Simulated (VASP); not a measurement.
# CuSi16 (a cell with a defect) in VASP: single point with PBE+D3(BJ)

Aim: the single point of CuSi16 (a cell with a defect) with PBE+D3(BJ).

Everything below comes from runs of VASP 6.6.1. Logs are shortened: lines on timing, memory, paths and dates and some standing lists are left out, and cuts for length are marked.

## (1) The cell of the first run

The cell holds a defect, 17 atoms: a = 7.679 Å, b = 7.679 Å, c = 7.679 Å, α = 60.00°, β = 60.00°, γ = 60.00°.

## (2) Single point, PBE+D3(BJ), collinear spin

INCAR

```
SYSTEM = CuSi16
  ALGO = Normal
  EDIFF = 1E-7
  ENCUT = 520
  GGA = PE
  ISIF = 2
  ISMEAR = -1
  ISPIN = 2
  IVDW = 12
  LASPH = .TRUE.
  LCHARG = .FALSE.
  LMAXMIX = 4
  LORBIT = 11
  LREAL = Auto
  LWAVE = .FALSE.
  MAGMOM = 0 0 0 0 0 0 0 0 0 0 0 0 0 0 0 0 1
  NBANDS = 56
  NELM = 150
  PREC = Accurate
  SIGMA = 0.02
```

KPOINTS

```
k-points
0
G
  2 2 2
  0 0 0
```

POSCAR

```
CuSi16
1.0
    0.0000000000      5.4300000000      5.4300000000
    5.4300000000      0.0000000000      5.4300000000
    5.4300000000      5.4300000000      0.0000000000
Si Cu
16 1
Direct
    0.0012802257      0.0012600075      0.0007649000
    0.1233180315      0.1234647544      0.1264868880
    0.0013962620      0.0013764493      0.4963811091
    0.1261822100      0.1261391701      0.6238011268
    0.0028185986      0.4923652059      0.0024255005
    0.1262459647      0.6237481053      0.1252696378
    0.0002878795      0.5004867710      0.4996431759
    0.1262654691      0.6238071819      0.6247178475
    0.4921648823      0.0028718722      0.0024988140
    0.6237422958      0.1262090269      0.1252764355
    0.5005250483      0.0002429513      0.4996461149
    0.6238005018      0.1262293973      0.6247528323
    0.5005564646      0.5005201491     -0.0009081533
    0.6243954145      0.6244362433      0.1256233744
    0.5005736643      0.5005379891      0.4999080806
    0.6256767361      0.6256269613      0.6244057517
    0.8694990511      0.8699962640      0.8798734642
```

Potentials or basis: VASP PAW PBE potentials, release 64 (Si, Cu).

Launch:

```sh
cat potpaw_PBE.64/Si/POTCAR potpaw_PBE.64/Cu/POTCAR > POTCAR
mpirun -np 1 vasp_std > vasp.out
```

OUTCAR:

```text
SYSTEM = CuSi16
   EDIFF = 1E-7
   ENCUT = 520
   GGA = PE
   ISIF = 2
   ISMEAR = -1
   ISPIN = 2
   IVDW = 12
   LASPH = .TRUE.
   LORBIT = 11
   LREAL = Auto
   NELM = 150
   PREC = Accurate
 IVDW          = 12

 ion  position               nearest neighbor table
   1  0.001  0.001  0.001-   2 2.32   4 2.36   6 2.37  10 2.37  17 2.41
   2  0.123  0.123  0.126-   9 2.31   5 2.31   3 2.32   1 2.32
   3  0.001  0.001  0.496-   2 2.32   4 2.36   8 2.37  12 2.37  17 2.41
   4  0.126  0.126  0.624-  11 2.35   7 2.35   1 2.36   3 2.36  17 2.78
   5  0.003  0.492  0.002-   2 2.31   6 2.37  17 2.37   8 2.37  14 2.37
   6  0.126  0.624  0.125-  13 2.35   7 2.35   1 2.37   5 2.37  17 2.73
   7  0.000  0.500  0.500-   4 2.35   8 2.35   6 2.35  16 2.35
   8  0.126  0.624  0.625-  15 2.35   7 2.35   3 2.37   5 2.37  17 2.72
   9  0.492  0.003  0.002-   2 2.31  17 2.37  10 2.37  12 2.37  14 2.37
  10  0.624  0.126  0.125-  13 2.35  11 2.35   1 2.37   9 2.37  17 2.72
  11  0.501  0.000  0.500-   4 2.35  12 2.35  10 2.35  16 2.35
  12  0.624  0.126  0.625-  15 2.35  11 2.35   3 2.37   9 2.37  17 2.72
  13  0.501  0.501  0.999-  14 2.35   6 2.35  10 2.35  16 2.35
  14  0.624  0.624  0.126-  15 2.35  13 2.35   5 2.37   9 2.37  17 2.66
  15  0.501  0.501  0.500-  14 2.35   8 2.35  12 2.35  16 2.35
  16  0.626  0.626  0.624-   7 2.35  11 2.35  13 2.35  15 2.35
  17  0.869  0.870  0.880-   9 2.37   5 2.37   3 2.41   1 2.41  14 2.66  12 2.72   8 2.72  10 2.72
                             6 2.73   4 2.78

  LATTYP: Found a face centered cubic cell.
 ALAT       =    10.8600000000

  Lattice vectors:

 A1 = (   0.0000000000,   5.4300000000,   5.4300000000)
 A2 = (   5.4300000000,   0.0000000000,   5.4300000000)
 A3 = (   5.4300000000,   5.4300000000,   0.0000000000)

Analysis of symmetry for initial positions (statically):
=====================================================================
 Subroutine PRICEL returns:
 Original cell was already a primitive cell.

 Routine SETGRP: Setting up the symmetry group for a
 face centered cubic supercell.

 Subroutine GETGRP returns: Found  1 space group operations
 (whereof  1 operations were pure point group operations)
 out of a pool of 48 trial point group operations.

The static configuration has the point symmetry C_1 .

Analysis of symmetry for dynamics (positions and initial velocities):
=====================================================================
 Subroutine PRICEL returns:
 Original cell was already a primitive cell.

 Routine SETGRP: Setting up the symmetry group for a
 face centered cubic supercell.

 Subroutine GETGRP returns: Found  1 space group operations
 (whereof  1 operations were pure point group operations)
 out of a pool of 48 trial point group operations.

The dynamic configuration has the point symmetry C_1 .

Analysis of structural, dynamic, and magnetic symmetry:
=====================================================================
 Subroutine PRICEL returns:
 Original cell was already a primitive cell.

 Routine SETGRP: Setting up the symmetry group for a
 face centered cubic supercell.

 Subroutine GETGRP returns: Found  1 space group operations
 (whereof  1 operations were pure point group operations)
 out of a pool of 48 trial point group operations.

The overall configuration has the point symmetry C_1 .

 Subroutine INISYM returns: Found  1 space group operations
 (whereof  1 operations are pure point group operations),
 and found     1 'primitive' translations

----------------------------------------------------------------------------------------

                                     Primitive cell

  volume of cell :     320.2060

  direct lattice vectors                    reciprocal lattice vectors
     0.000000000  5.430000000  5.430000000    -0.092081031  0.092081031  0.092081031
     5.430000000  0.000000000  5.430000000     0.092081031 -0.092081031  0.092081031
     5.430000000  5.430000000  0.000000000     0.092081031  0.092081031 -0.092081031

  length of vectors
     7.679179644  7.679179644  7.679179644     0.159489025  0.159489025  0.159489025

  position of ions in fractional coordinates (direct lattice)
     0.001280226  0.001260008  0.000764900
     0.123318031  0.123464754  0.126486888
     0.001396262  0.001376449  0.496381109
     0.126182210  0.126139170  0.623801127
     0.002818599  0.492365206  0.002425501
     0.126245965  0.623748105  0.125269638
[... 9 lines left out ...]
     0.625676736  0.625626961  0.624405752
     0.869499051  0.869996264  0.879873464

  ion indices of the primitive-cell ions
   primitive index   ion index
                 1           1
                 2           2
                 3           3
                 4           4
                 5           5
                 6           6
[... 9 lines left out ...]
                16          16
                17          17

----------------------------------------------------------------------------------------

 KPOINTS: k-points

Automatic generation of k-mesh.
 Grid dimensions read from file:
 generate k-points for:    2    2    2

 Generating k-lattice:

  Cartesian coordinates                     Fractional coordinates (reciprocal lattice)
    -0.046040516  0.046040516  0.046040516     0.500000000  0.000000000  0.000000000
     0.046040516 -0.046040516  0.046040516     0.000000000  0.500000000  0.000000000
     0.046040516  0.046040516 -0.046040516     0.000000000  0.000000000  0.500000000

  Length of vectors
     0.079744512  0.079744512  0.079744512

  Shift w.r.t. Gamma in fractional coordinates (k-lattice)
     0.000000000  0.000000000  0.000000000

 Subroutine IBZKPT returns following result:
 ===========================================

 Found      8 irreducible k-points:

 Following reciprocal coordinates:
            Coordinates               Weight
  0.000000  0.000000  0.000000      1.000000
  0.500000  0.000000  0.000000      1.000000
  0.000000  0.500000  0.000000      1.000000
  0.000000  0.000000  0.500000      1.000000
  0.500000  0.500000  0.500000      1.000000
  0.500000  0.500000  0.000000      1.000000
  0.000000  0.500000  0.500000      1.000000
  0.500000  0.000000  0.500000      1.000000
   k-points           NKPTS =      8   k-points in BZ     NKDIM =      8   number of bands    NBANDS=     56
   number of dos      NEDOS =    301   number of ions     NIONS =     17
   total plane-waves  NPLWV = 216000
   dimension x,y,z NGX =    60 NGY =   60 NGZ =   60
   dimension x,y,z NGXF=   120 NGYF=  120 NGZF=  120
   ions per type =              16   1
   NGX,Y,Z   is equivalent  to a cutoff of  12.99, 12.99, 12.99 a.u.
   NGXF,Y,Z  is equivalent  to a cutoff of  25.98, 25.98, 25.98 a.u.
 SYSTEM =  CuSi16
   PREC   = accura    normal or accurate (medium, high low for compatibility)
   ISTART =      0    job   : 0-new  1-cont  2-samecut
   ICHARG =      2    charge: 1-file 2-atom 10-const
   ISPIN  =      2    spin polarized calculation?
   LNONCOLLINEAR =      F non collinear calculations
   LSORBIT =      F    spin-orbit coupling
   LASPH  =      T    aspherical Exc in radial PAW
   ENCUT  =  520.0 eV  38.22 Ry    6.18 a.u.  14.28 14.28 14.28*2*pi/ulx,y,z
   NELM   =    150;   NELMIN=  2; NELMDL= -5     # of ELM steps
   EDIFF  = 0.1E-06   stopping-criterion for ELM
   LREAL  =      T    real-space projection
   EDIFFG = 0.1E-05   stopping-criterion for IOM
   NSW    =      0    number of steps for IOM
   IBRION =     -1    ionic relax: 0-MD 1-quasi-New 2-CG
   NFREE  =      0    steps in history (QN), initial steepest desc. (CG)
   ISIF   =      2    stress and relaxation
   ISYM   =      2    0-nonsym 1-usesym 2-fastsym
   POTIM  = 0.5000    time-step for ionic-motion
   TEBEG  =    0.0;   TEEND  =   0.0 temperature during run
   PSTRESS=    0.0 pullay stress
   NELECT =      75.0000    total number of electrons
   NUPDOWN=      -1.0000    fix difference up-down
   EMIN   =  10.00;   EMAX   =-10.00  energy-range for DOS
   EFERMI =   0.00;   METHOD = LEGACY
   ISMEAR =    -1;   SIGMA  =   0.02  broadening in eV -4-tet -1-fermi 0-gaus
   EFERMI_NEDOS =   21; number of points for ismear=-14 and -15
   IALGO  =     38    algorithm
   IMIX   =      4    mixing-type and parameters
     AMIX     =   0.40;   BMIX     =  1.00
     AMIX_MAG =   1.60;   BMIX_MAG =  1.00
  volume/ion in A,a.u.               =      18.84       127.11
  Fermi-wavevector in a.u.,A,eV,Ry     =   1.009142  1.907001 13.855720  1.018367
  Thomas-Fermi vector in A             =   2.142052
   LORBIT       =     11    0 simple, 1 ext, 2 COOP (PROOUT), +10 PAW based schemes
   GGA     = PE    functional components
   LHFCALC =     F    Hartree Fock is set to
   AEXX    =    0.0000 exact exchange contribution
   IVDW    =    12    specifies the selected vdW correction
   LEPSILON=     F    determine dielectric tensor
   LRPA    =     F    only Hartree local field effects (RPA)
 spin polarized calculation
  energy-cutoff  :      520.00
  volume of cell :      320.21
 maximum number of plane-waves:      8646
 NGX is ok and might be reduce to    60
   NGX = 29   NGY = 29   NGZ = 29

 number of electron      74.9999998 magnetization       0.0762279

 Free energy of the ion-electron system (eV)
  ---------------------------------------------------
  ext. energy  EPLUGINS =         0.00000000
  ---------------------------------------------------
  free energy    TOTEN  =       -87.45476732 eV

  energy without entropy =      -87.43747299  energy(sigma->0) =      -87.44612015

 E-fermi :   6.9024     XC(G=0):  -9.6643

 val. band max:        6.8976379515   @ k =   0.5000   0.0000   0.0000
 cond. band min:       6.9445088159   @ k =   0.0000   0.0000   0.0000
 fundamental gap:      0.0468708645
 Fermi energy:         6.9024183354

 spin component 1

 k-point     1 :       0.0000    0.0000    0.0000
  band No.  band energies     occupation
      1      -5.9331      1.00000
      2      -3.5476      1.00000
      3      -3.5460      1.00000
      4      -3.5369      1.00000
      5      -3.5149      1.00000
      6      -2.0184      1.00000
[... 41 lines left out ...]
     48       8.6142      0.00000
     49       8.6414      0.00000
[... 362 lines left out ...]
     48      10.4687      0.00000
     49      10.4829      0.00000
 Fermi energy:         6.9024183354

 spin component 2

 k-point     1 :       0.0000    0.0000    0.0000
  band No.  band energies     occupation
      1      -5.9281      1.00000
      2      -3.5439      1.00000
      3      -3.5423      1.00000
      4      -3.5332      1.00000
      5      -3.5105      1.00000
      6      -2.0087      1.00000
[... 41 lines left out ...]
     48       8.6220      0.00000
     49       8.6488      0.00000
[... 362 lines left out ...]
     48      10.4745      0.00000
     49      10.4872      0.00000
 [bands above 49 left out]

------------------------ aborting loop because EDIFF is reached ----------------------------------------

 Edisp (eV)   -5.66892

 E8    (eV) :    -2.3510

  FORCE on cell =-STRESS in cart. coord.  units (eV):
  Direction    XX          YY          ZZ          XY          YZ          ZX
  --------------------------------------------------------------------------------------
  -------------------------------------------------------------------------------------
  Total       2.92129     2.92192     2.95687    -0.43398    -0.00047    -0.02539
  in kB      14.61691    14.62007    14.79495    -2.17145    -0.00237    -0.12705
  external pressure =       14.68 kB  Pullay stress =        0.00 kB

 VOLUME and BASIS-vectors are now :
 -----------------------------------------------------------------------------
  energy-cutoff  :      520.00
  volume of cell :      320.21
      direct lattice vectors                 reciprocal lattice vectors
     0.000000000  5.430000000  5.430000000    -0.092081031  0.092081031  0.092081031
     5.430000000  0.000000000  5.430000000     0.092081031 -0.092081031  0.092081031
     5.430000000  5.430000000  0.000000000     0.092081031  0.092081031 -0.092081031

 POSITION                                       TOTAL-FORCE (eV/Angst)
 -----------------------------------------------------------------------------------
      0.01100      0.01111      0.01379        -0.010167     -0.009844     -0.007010
      1.35724      1.35644      1.34003        -0.000113     -0.001640     -0.028959
      2.70282      2.70293      0.01506         0.008844      0.008933     -0.005655
      4.07218      4.07241      1.37011         0.000218      0.000016      0.006240
      2.68671      0.02848      2.68885        -0.020035      0.020248     -0.015551
      4.06717      1.36573      4.07247        -0.000188      0.006778     -0.000971
[... 9 lines left out ...]
      6.78768      6.78795      6.79458        -0.000120     -0.000346     -0.004782
      9.50179      9.49909      9.44546        -0.000709      0.003925      0.074910
 -----------------------------------------------------------------------------------
    total drift:                               -0.000354     -0.000639     -0.011275

  FREE ENERGIE OF THE ION-ELECTRON SYSTEM (eV)
  ---------------------------------------------------
  free  energy   TOTEN  =       -93.1236876709 eV

  energy  without entropy=      -93.1063933384  energy(sigma->0) =      -93.11504050

 total charge

# of ion       s       p       d       tot
------------------------------------------
    1        0.732   0.968   0.000   1.700
    2        0.777   0.948   0.000   1.725
    3        0.732   0.968   0.000   1.700
    4        0.737   0.949   0.000   1.687
    5        0.733   0.969   0.000   1.702
    6        0.736   0.949   0.000   1.685
[... 9 lines left out ...]
   16        0.740   0.960   0.000   1.700
   17        0.486   0.400   9.220  10.107
--------------------------------------------------
tot         12.313  15.697   9.220  37.229

 magnetization (x)

# of ion       s       p       d       tot
------------------------------------------
    1        0.001   0.000   0.000   0.001
    2        0.003   0.003   0.000   0.007
    3        0.001   0.000   0.000   0.001
    4        0.000   0.000   0.000   0.000
    5        0.001   0.000   0.000   0.001
    6        0.000   0.000   0.000   0.000
[... 9 lines left out ...]
   16        0.000  -0.000   0.000   0.000
   17        0.008   0.002  -0.000   0.010
--------------------------------------------------
tot          0.017   0.007  -0.000   0.025
```

It took 25 min on 1 thread of Intel Xeon Platinum 8259CL at 2.50GHz (Skylake/Cascade Lake), shared host; peak memory 0.72 GiB.

Results:

```yaml
Free_energy: -93.1237 eV
Pressure: 1.5 GPa
Largest_force: 0.075 eV/Å
Net_moment: 0.08 μB per cell
Valence_electrons_inside_the_program's_atomic_spheres: Si 1.70, 1.73, 1.69, 1.68 (each value once); Cu 10.11
Dispersion_energy_per_atom: -0.333 eV
```

Forces on the atoms (eV/Å):
```
Si  -0.010 -0.010 -0.007
Si   0.000 -0.002 -0.029
Si   0.009  0.009 -0.006
Si   0.000  0.000  0.006
Si  -0.020  0.020 -0.016
Si   0.000  0.007 -0.001
Si   0.013 -0.013 -0.012
Si  -0.007  0.000 -0.001
Si   0.022 -0.022 -0.018
Si   0.007  0.000 -0.001
Si  -0.013  0.013 -0.012
Si   0.000 -0.007 -0.001
Si  -0.015 -0.015  0.017
Si   0.000  0.000 -0.009
Si   0.015  0.015  0.018
Si   0.000  0.000 -0.005
Cu  -0.001  0.004  0.075
```

Caveat: the k points lie up to 0.50 Å⁻¹ apart.
